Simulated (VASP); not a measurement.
# MoS2 (P-3m1) in VASP: further runs

MoS2 is run at these levels: r2SCAN+D3(BJ); tasks: single point.

All numbers are computed with VASP 6.6.1; they aren't measurements. Logs are shortened: lines on timing, memory, paths and dates and some standing lists are left out, and cuts for length are marked.

### 1 The cell of the first run

The structure is trigonal, space group P-3m1 (No. 164). The conventional cell has a = 3.162 Å, b = 3.162 Å, c = 6.184 Å, α = 90.00°, β = 90.00°, γ = 120.00°. Within 3.2 Å of Mo (site symmetry -3m) lie 6 S at 2.37 Å and 6 Mo at 3.16 Å. Within 3.2 Å of S (site symmetry 3m) lie 3 Mo at 2.37 Å and 6 S at 3.16 Å.

### 2 Single point, r2SCAN+D3(BJ)

The input, POSCAR:

```
MoS2
1.0
    3.1615794509      0.0000000000      0.0000000000
   -1.5807897255      2.7380081205      0.0000000000
    0.0000000000      0.0000000000      6.1836112739
Mo S
1 2
Direct
    0.0000000000      0.0000000000      0.5000000000
    0.6666666667      0.3333333333      0.7446806800
    0.3333333333      0.6666666667      0.2553193200
```

The input, INCAR.step1:

```
SYSTEM = MoS2
PREC     = Accurate       ! precision mode
ENCUT    = 520            ! plane-wave cutoff, eV
ISMEAR   = -1             ! smearing method
SIGMA    = 0.05           ! smearing width, eV
LREAL    = .FALSE.        ! projectors in reciprocal space
LASPH    = .TRUE.         ! aspherical terms in the spheres
NELM     = 60             ! most SCF steps
NBANDS   = 20             ! bands
GGA      = PE             ! functional
ALGO     = Normal         ! electronic algorithm
EDIFF    = 1E-4           ! SCF threshold, eV
LWAVE    = .TRUE.         ! write WAVECAR
LCHARG   = .FALSE.        ! write CHGCAR
```

The input, INCAR.step2:

```
SYSTEM = MoS2
PREC     = Accurate       ! precision mode
ENCUT    = 520            ! plane-wave cutoff, eV
EDIFF    = 1E-7           ! SCF threshold, eV
ISMEAR   = -1             ! smearing method
SIGMA    = 0.05           ! smearing width, eV
LREAL    = .FALSE.        ! projectors in reciprocal space
LASPH    = .TRUE.         ! aspherical terms in the spheres
NELM     = 60             ! most SCF steps
ALGO     = Normal         ! electronic algorithm
ISIF     = 2              ! what is computed and relaxed
LWAVE    = .FALSE.        ! write WAVECAR
LCHARG   = .TRUE.         ! write CHGCAR
METAGGA  = R2SCAN         ! meta-GGA
LMIXTAU  = .TRUE.       
IVDW     = 12             ! dispersion correction
VDW_S6   = 1.0          
VDW_S8   = 0.78981345   
VDW_A1   = 0.49484001   
VDW_A2   = 5.73083694   
LELF     = .TRUE.         ! ELF
LVHAR    = .TRUE.       
NBANDS   = 20             ! bands
ISTART   = 1
```

The input, KPOINTS:

```
Automatic mesh
0
G
  9 9 4
  0 0 0
```

Potentials or basis: VASP PAW PBE potentials, release 64 (Mo_sv, S).

Started as:

```console
$ cat potpaw_PBE.64/Mo_sv/POTCAR potpaw_PBE.64/S/POTCAR > POTCAR
$ cp INCAR.step1 INCAR
$ mpirun -np 1 vasp_std > vasp.out
$ cp INCAR.step2 INCAR
$ mpirun -np 1 vasp_std > vasp.out
```

OUTCAR:

```text
SYSTEM = MoS2
   PREC = Accurate
   ENCUT = 520
   EDIFF = 1E-7
   ISMEAR = -1
   LREAL = .FALSE.
   LASPH = .TRUE.
   NELM = 60
   ISIF = 2
   METAGGA = R2SCAN
   IVDW = 12
   ISTART = 1
 IVDW          = 12

 ion  position               nearest neighbor table
   1  0.000  0.000  0.500-   2 2.37   3 2.37   3 2.37   2 2.37   2 2.37   3 2.37
   2  0.667  0.333  0.745-   1 2.37   1 2.37   1 2.37
   3  0.333  0.667  0.255-   1 2.37   1 2.37   1 2.37

  LATTYP: Found a hexagonal cell.
 ALAT       =     3.1615794509
 C/A-ratio  =     1.9558614199

  Lattice vectors:

 A1 = (   3.1615794509,   0.0000000000,   0.0000000000)
 A2 = (  -1.5807897255,   2.7380081205,   0.0000000000)
 A3 = (   0.0000000000,   0.0000000000,   6.1836112739)

Analysis of symmetry for initial positions (statically):
=====================================================================
 Subroutine PRICEL returns:
 Original cell was already a primitive cell.

 Routine SETGRP: Setting up the symmetry group for a
 hexagonal supercell.

 Subroutine GETGRP returns: Found 12 space group operations
 (whereof 12 operations were pure point group operations)
 out of a pool of 24 trial point group operations.

The static configuration has the point symmetry D_3d.

Analysis of symmetry for dynamics (positions and initial velocities):
=====================================================================
 Subroutine PRICEL returns:
 Original cell was already a primitive cell.

 Routine SETGRP: Setting up the symmetry group for a
 hexagonal supercell.

 Subroutine GETGRP returns: Found 12 space group operations
 (whereof 12 operations were pure point group operations)
 out of a pool of 24 trial point group operations.

The dynamic configuration has the point symmetry D_3d.

 Subroutine INISYM returns: Found 12 space group operations
 (whereof 12 operations are pure point group operations),
 and found     1 'primitive' translations

----------------------------------------------------------------------------------------

                                     Primitive cell

  volume of cell :      53.5280

[... 82 lines left out ...]
   ISTART =      1    job   : 0-new  1-cont  2-samecut
   ICHARG =      0    charge: 1-file 2-atom 10-const
   ISPIN  =      1    spin polarized calculation?
   LNONCOLLINEAR =      F non collinear calculations
   LSORBIT =      F    spin-orbit coupling
   LASPH  =      T    aspherical Exc in radial PAW
   ENCUT  =  520.0 eV  38.22 Ry    6.18 a.u.   5.88  5.88 11.50*2*pi/ulx,y,z
   NELM   =     60;   NELMIN=  2; NELMDL=  0     # of ELM steps
   EDIFF  = 0.1E-06   stopping-criterion for ELM
   LREAL  =      F    real-space projection
   EDIFFG = 0.1E-05   stopping-criterion for IOM
   NSW    =      0    number of steps for IOM
   IBRION =     -1    ionic relax: 0-MD 1-quasi-New 2-CG
   NFREE  =      0    steps in history (QN), initial steepest desc. (CG)
   ISIF   =      2    stress and relaxation
   ISYM   =      2    0-nonsym 1-usesym 2-fastsym
   POTIM  = 0.5000    time-step for ionic-motion
   TEBEG  =    0.0;   TEEND  =   0.0 temperature during run
   PSTRESS=    0.0 pullay stress
   NELECT =      26.0000    total number of electrons
   NUPDOWN=      -1.0000    fix difference up-down
   EMIN   =  10.00;   EMAX   =-10.00  energy-range for DOS
   EFERMI =   0.00;   METHOD = LEGACY
   ISMEAR =    -1;   SIGMA  =   0.05  broadening in eV -4-tet -1-fermi 0-gaus
   EFERMI_NEDOS =   21; number of points for ismear=-14 and -15
   IALGO  =     38    algorithm
   IMIX   =      4    mixing-type and parameters
     AMIX     =   0.40;   BMIX     =  1.00
     AMIX_MAG =   1.60;   BMIX_MAG =  1.00
  volume/ion in A,a.u.               =      17.84       120.41
  Fermi-wavevector in a.u.,A,eV,Ry     =   1.286883  2.431856 22.532159  1.656067
  Thomas-Fermi vector in A             =   2.418930
   LORBIT       =      0    0 simple, 1 ext, 2 COOP (PROOUT), +10 PAW based schemes
   METAGGA = R2SCAN    functional components
   LHFCALC =     F    Hartree Fock is set to
   AEXX    =    0.0000 exact exchange contribution
   IVDW    =    12    specifies the selected vdW correction
   LEPSILON=     F    determine dielectric tensor
   LRPA    =     F    only Hartree local field effects (RPA)
 non-spin polarized calculation
  energy-cutoff  :      520.00
  volume of cell :       53.53
 maximum number of plane-waves:      1458
   NGX = 11   NGY = 11   NGZ = 23

 number of electron      25.9999998 magnetization

 Free energy of the ion-electron system (eV)
  ---------------------------------------------------
  ext. energy  EPLUGINS =         0.00000000
  ---------------------------------------------------
  free energy    TOTEN  =       -44.06247451 eV

  energy without entropy =      -44.05462165  energy(sigma->0) =      -44.05854808

 E-fermi :   7.6467     XC(G=0): -11.4319

 val. band max:        7.6440213179   @ k =   0.3333   0.2222   0.0000
 cond. band min:       7.8298403881   @ k =  -0.1111   0.3333   0.2500
 fundamental gap:      0.1858190703
 Fermi energy:         7.6467176732

 k-point     1 :       0.0000    0.0000    0.0000
  band No.  band energies     occupation
      1     -56.1231      2.00000
      2     -29.4909      2.00000
      3     -29.3883      2.00000
      4     -29.3883      2.00000
      5      -8.3598      2.00000
      6      -6.6539      2.00000
[... 541 lines left out ...]
     19      16.5024      0.00000
     20      16.8170      0.00000

 [... further k-points ...]

------------------------ aborting loop because EDIFF is reached ----------------------------------------

 Edisp (eV)   -0.60121

 E8    (eV) :    -0.1871

  FORCE on cell =-STRESS in cart. coord.  units (eV):
  Direction    XX          YY          ZZ          XY          YZ          ZX
  --------------------------------------------------------------------------------------
  -------------------------------------------------------------------------------------
  Total       2.44193     2.44193     2.98061    -0.00000     0.00000     0.00000
  in kB      73.09092    73.09092    89.21425    -0.00000     0.00000     0.00000
  external pressure =       78.47 kB  Pullay stress =        0.00 kB

 VOLUME and BASIS-vectors are now :
 -----------------------------------------------------------------------------
  energy-cutoff  :      520.00
  volume of cell :       53.53
      direct lattice vectors                 reciprocal lattice vectors
     3.161579451  0.000000000  0.000000000     0.316297602  0.182614506  0.000000000
    -1.580789726  2.738008120  0.000000000     0.000000000  0.365229012  0.000000000
     0.000000000  0.000000000  6.183611274     0.000000000  0.000000000  0.161717798

 POSITION                                       TOTAL-FORCE (eV/Angst)
 -----------------------------------------------------------------------------------
      0.00000      0.00000      3.09181        -0.000000      0.000000      0.000000
      1.58079      0.91267      4.60482        -0.000000     -0.000000      1.185248
     -0.00000      1.82534      1.57880         0.000000      0.000000     -1.185248
 -----------------------------------------------------------------------------------
    total drift:                                0.000000     -0.000000      0.000000

  FREE ENERGIE OF THE ION-ELECTRON SYSTEM (eV)
  ---------------------------------------------------
  free  energy   TOTEN  =       -44.6636829256 eV

  energy  without entropy=      -44.6558300574  energy(sigma->0) =      -44.65975649
```

OSZICAR.step1:

```text
N       E                     dE             d eps       ncg     rms          rms(c)
DAV:   1     0.195326217537E+03    0.19533E+03   -0.15028E+04  1824   0.123E+03
DAV:   2    -0.149415368557E+02   -0.21027E+03   -0.20528E+03  2104   0.320E+02
DAV:   3    -0.222965447086E+02   -0.73550E+01   -0.72778E+01  2136   0.567E+01
DAV:   4    -0.223841816067E+02   -0.87637E-01   -0.87566E-01  2116   0.645E+00
DAV:   5    -0.223854472215E+02   -0.12656E-02   -0.12654E-02  2156   0.768E-01    0.261E+01
DAV:   6    -0.213212576989E+02    0.10642E+01   -0.12814E+01  1808   0.201E+01    0.994E+00
DAV:   7    -0.210403386936E+02    0.28092E+00   -0.52675E+00  1776   0.123E+01    0.675E+00
DAV:   8    -0.208935325431E+02    0.14681E+00   -0.79741E-01  1936   0.500E+00    0.191E+00
DAV:   9    -0.208960763688E+02   -0.25438E-02   -0.28739E-02  2024   0.105E+00    0.689E-01
DAV:  10    -0.208946791341E+02    0.13972E-02   -0.12887E-02  1936   0.702E-01    0.112E-01
DAV:  11    -0.208946334581E+02    0.45676E-04   -0.91146E-04  1980   0.205E-01
   1 F= -.20894633E+02 E0= -.20890694E+02  d E =-.787795E-02
```

Run time: 3.5 min. Hardware: 1 thread of Intel Xeon 8259CL, shared host; peak memory 0.21 GiB.

Results:

* Free energy: -44.6637 eV
* Pressure: 7.8 GPa
* Largest force: 1.185 eV/Å
* Band gap on the k mesh: zero (bands 13 and 14 overlap by 1.21 eV)
* Dispersion energy per atom: -0.200 eV

Forces on the atoms (eV/Å):
```
Mo   0.000  0.000  0.000
S    0.000  0.000  1.185
S    0.000  0.000 -1.185
```

Levels at points of the mesh, in eV from the Fermi level:
```tsv
k point	band 10	band 11	band 12	band 13	band 14	band 15	band 16	band 17
(0.00, 0.00, 0.00)	-2.11	-1.24	-1.11	-1.11	-0.38	-0.38	3.60	3.60
(0.00, 0.00, 0.50)	-4.05	-1.12	-1.12	-0.46	-0.46	-0.03	3.80	3.80
```

Caveat: the cell stands under pressure; the PAW data sets were made with another functional, which shifts forces and pressure a little.

### 3 Single point, r2SCAN+D3(BJ)

This run uses another cell than the first one, of 18.22 Å³/atom.

The input, POSCAR:

```
MoS2
1.0
    3.1838448285      0.0000000000      0.0000000000
   -1.5919224143      2.7572905031      0.0000000000
    0.0000000000      0.0000000000      6.2271592669
Mo S
1 2
Direct
    0.0000000000      0.0000000000      0.5000000000
    0.6666666667      0.3333333333      0.7446806800
    0.3333333333      0.6666666667      0.2553193200
```

The input, INCAR.step1:

```
  PREC = Accurate
  ENCUT = 520
  ISMEAR = -1
  SIGMA = 0.05
  LREAL = F
  LASPH = T
  NELM = 80
  NBANDS = 20
  GGA = PE
  ALGO = Normal
  EDIFF = 1E-4
  LWAVE = T
  LCHARG = F
```

The input, INCAR.step2:

```
  PREC = Accurate
  ENCUT = 520
  EDIFF = 1E-6
  ISMEAR = -1
  SIGMA = 0.05
  LREAL = F
  LASPH = T
  NELM = 80
  ALGO = Normal
  ISIF = 2
  LWAVE = F
  LCHARG = F
  METAGGA = R2SCAN
  LMIXTAU = T
  IVDW = 12
  VDW_S6 = 1.0
  VDW_S8 = 0.78981345
  VDW_A1 = 0.49484001
  VDW_A2 = 5.73083694
  NBANDS = 20
  ISTART = 1
```

The input, KPOINTS:

```
Automatic mesh
0
Gamma
  9 9 4
```

Potentials or basis: VASP PAW PBE potentials, release 64 (Mo_sv, S).

Started as:

```console
$ cat potpaw_PBE.64/Mo_sv/POTCAR potpaw_PBE.64/S/POTCAR > POTCAR
$ cp INCAR.step1 INCAR
$ mpirun -np 1 vasp_std > vasp.out
$ cp INCAR.step2 INCAR
$ mpirun -np 1 vasp_std > vasp.out
```

OUTCAR:

```text
PREC = Accurate
   ENCUT = 520
   EDIFF = 1E-6
   ISMEAR = -1
   LREAL = F
   LASPH = T
   NELM = 80
   ISIF = 2
   METAGGA = R2SCAN
   IVDW = 12
   ISTART = 1
 IVDW          = 12

 ion  position               nearest neighbor table
   1  0.000  0.000  0.500-   2 2.39   3 2.39   3 2.39   2 2.39   2 2.39   3 2.39
   2  0.667  0.333  0.745-   1 2.39   1 2.39   1 2.39
   3  0.333  0.667  0.255-   1 2.39   1 2.39   1 2.39

  LATTYP: Found a hexagonal cell.
 ALAT       =     3.1838448285
 C/A-ratio  =     1.9558614199

  Lattice vectors:

 A1 = (   3.1838448285,   0.0000000000,   0.0000000000)
 A2 = (  -1.5919224143,   2.7572905031,   0.0000000000)
 A3 = (   0.0000000000,   0.0000000000,   6.2271592669)

Analysis of symmetry for initial positions (statically):
=====================================================================
 Subroutine PRICEL returns:
 Original cell was already a primitive cell.

 Routine SETGRP: Setting up the symmetry group for a
 hexagonal supercell.

 Subroutine GETGRP returns: Found 12 space group operations
 (whereof 12 operations were pure point group operations)
 out of a pool of 24 trial point group operations.

The static configuration has the point symmetry D_3d.

Analysis of symmetry for dynamics (positions and initial velocities):
=====================================================================
 Subroutine PRICEL returns:
 Original cell was already a primitive cell.

 Routine SETGRP: Setting up the symmetry group for a
 hexagonal supercell.

 Subroutine GETGRP returns: Found 12 space group operations
 (whereof 12 operations were pure point group operations)
 out of a pool of 24 trial point group operations.

The dynamic configuration has the point symmetry D_3d.

[... 111 lines left out ...]
   NELECT =      26.0000    total number of electrons
   NUPDOWN=      -1.0000    fix difference up-down
   EMIN   =  10.00;   EMAX   =-10.00  energy-range for DOS
   EFERMI =   0.00;   METHOD = LEGACY
   ISMEAR =    -1;   SIGMA  =   0.05  broadening in eV -4-tet -1-fermi 0-gaus
   EFERMI_NEDOS =   21; number of points for ismear=-14 and -15
   IALGO  =     38    algorithm
   IMIX   =      4    mixing-type and parameters
     AMIX     =   0.40;   BMIX     =  1.00
     AMIX_MAG =   1.60;   BMIX_MAG =  1.00
  volume/ion in A,a.u.               =      18.22       122.97
  Fermi-wavevector in a.u.,A,eV,Ry     =   1.277883  2.414849 22.218115  1.632985
  Thomas-Fermi vector in A             =   2.410457
   LORBIT       =      0    0 simple, 1 ext, 2 COOP (PROOUT), +10 PAW based schemes
   METAGGA = R2SCAN    functional components
   LHFCALC =     F    Hartree Fock is set to
   AEXX    =    0.0000 exact exchange contribution
   IVDW    =    12    specifies the selected vdW correction
   LEPSILON=     F    determine dielectric tensor
   LRPA    =     F    only Hartree local field effects (RPA)
 non-spin polarized calculation
  energy-cutoff  :      520.00
  volume of cell :       54.67
 maximum number of plane-waves:      1506
   NGX = 11   NGY = 11   NGZ = 23

 number of electron      25.9999998 magnetization

 Free energy of the ion-electron system (eV)
  ---------------------------------------------------
  ext. energy  EPLUGINS =         0.00000000
  ---------------------------------------------------
  free energy    TOTEN  =       -44.11879452 eV

  energy without entropy =      -44.11059413  energy(sigma->0) =      -44.11469433

 E-fermi :   7.3674     XC(G=0): -11.3185

 val. band max:        7.3641631021   @ k =   0.3333   0.2222   0.0000
 cond. band min:       7.5503489769   @ k =  -0.1111   0.3333   0.2500
 fundamental gap:      0.1861858749
 Fermi energy:         7.3673978368

 k-point     1 :       0.0000    0.0000    0.0000
  band No.  band energies     occupation
      1     -56.4114      2.00000
      2     -29.7552      2.00000
      3     -29.6792      2.00000
      4     -29.6792      2.00000
      5      -8.4896      2.00000
      6      -6.8538      2.00000
[... 541 lines left out ...]
     19      16.2040      0.00000
     20      16.4422      0.00000

 [... further k-points ...]

------------------------ aborting loop because EDIFF is reached ----------------------------------------

 Edisp (eV)   -0.58831

 E8    (eV) :    -0.1830

  FORCE on cell =-STRESS in cart. coord.  units (eV):
  Direction    XX          YY          ZZ          XY          YZ          ZX
  --------------------------------------------------------------------------------------
  -------------------------------------------------------------------------------------
  Total       1.34227     1.34227     1.76440    -0.00000    -0.00000    -0.00000
  in kB      39.33932    39.33932    51.71094    -0.00000    -0.00000    -0.00000
  external pressure =       43.46 kB  Pullay stress =        0.00 kB

 VOLUME and BASIS-vectors are now :
 -----------------------------------------------------------------------------
  energy-cutoff  :      520.00
  volume of cell :       54.67
      direct lattice vectors                 reciprocal lattice vectors
     3.183844828  0.000000000  0.000000000     0.314085659  0.181337440  0.000000000
    -1.591922414  2.757290503  0.000000000     0.000000000  0.362674879  0.000000000
     0.000000000  0.000000000  6.227159267     0.000000000  0.000000000  0.160586867

 POSITION                                       TOTAL-FORCE (eV/Angst)
 -----------------------------------------------------------------------------------
      0.00000      0.00000      3.11358        -0.000000      0.000000     -0.000000
      1.59192      0.91910      4.63725         0.000000      0.000000      0.793799
     -0.00000      1.83819      1.58991        -0.000000     -0.000000     -0.793799
 -----------------------------------------------------------------------------------
    total drift:                                0.000000     -0.000000      0.000000

  FREE ENERGIE OF THE ION-ELECTRON SYSTEM (eV)
  ---------------------------------------------------
  free  energy   TOTEN  =       -44.7071028698 eV

  energy  without entropy=      -44.6989024753  energy(sigma->0) =      -44.70300267
```

OUTCAR.step1:

```text
PREC = Accurate
   ENCUT = 520
   ISMEAR = -1
   LREAL = F
   LASPH = T
[... 776 lines left out ...]
      0.00000      0.00000      3.11358         0.000000      0.000000      0.000000
      1.59192      0.91910      4.63725        -0.000000      0.000000      0.960533
     -0.00000      1.83819      1.58991         0.000000      0.000000     -0.960533
 -----------------------------------------------------------------------------------
    total drift:                                0.000000     -0.000000      0.000000

  FREE ENERGIE OF THE ION-ELECTRON SYSTEM (eV)
  ---------------------------------------------------
  free  energy   TOTEN  =       -20.9565283555 eV

  energy  without entropy=      -20.9483380964  energy(sigma->0) =      -20.95243323
```

OSZICAR.step1:

```text
N       E                     dE             d eps       ncg     rms          rms(c)
DAV:   1     0.202829231041E+03    0.20283E+03   -0.14898E+04  1760   0.123E+03
DAV:   2    -0.145043079630E+02   -0.21733E+03   -0.21183E+03  2120   0.323E+02
DAV:   3    -0.223968928285E+02   -0.78926E+01   -0.78037E+01  2128   0.590E+01
DAV:   4    -0.224971893214E+02   -0.10030E+00   -0.10018E+00  2080   0.689E+00
DAV:   5    -0.224988768989E+02   -0.16876E-02   -0.16873E-02  2156   0.864E-01    0.248E+01
DAV:   6    -0.214304742006E+02    0.10684E+01   -0.13899E+01  1780   0.206E+01    0.972E+00
DAV:   7    -0.211004523941E+02    0.33002E+00   -0.56792E+00  1780   0.126E+01    0.647E+00
DAV:   8    -0.209555169959E+02    0.14494E+00   -0.79677E-01  1900   0.495E+00    0.186E+00
DAV:   9    -0.209579500327E+02   -0.24330E-02   -0.28562E-02  2016   0.104E+00    0.656E-01
DAV:  10    -0.209566035731E+02    0.13465E-02   -0.13913E-02  1924   0.725E-01    0.131E-01
DAV:  11    -0.209565283555E+02    0.75218E-04   -0.92207E-04  1992   0.203E-01
   1 F= -.20956528E+02 E0= -.20952433E+02  d E =-.819026E-02
```

It took 2.4 min on 1 thread of Intel Xeon 8259CL, shared host; peak memory 0.2 GiB.

What came out:

```yaml
Free_energy: -44.7071 eV
Pressure: 4.3 GPa
Largest_force: 0.794 eV/Å
Band_gap_on_the_k_mesh: zero (bands 13 and 14 overlap by 1.21 eV)
Dispersion_energy_per_atom: -0.196 eV
```

Forces in eV/Å, atoms in the order of the input:
```
Mo   0.000  0.000  0.000
S    0.000  0.000  0.794
S    0.000  0.000 -0.794
```

Caveat: the cell stands under pressure; the PAW data sets were made with another functional, which shifts forces and pressure a little.
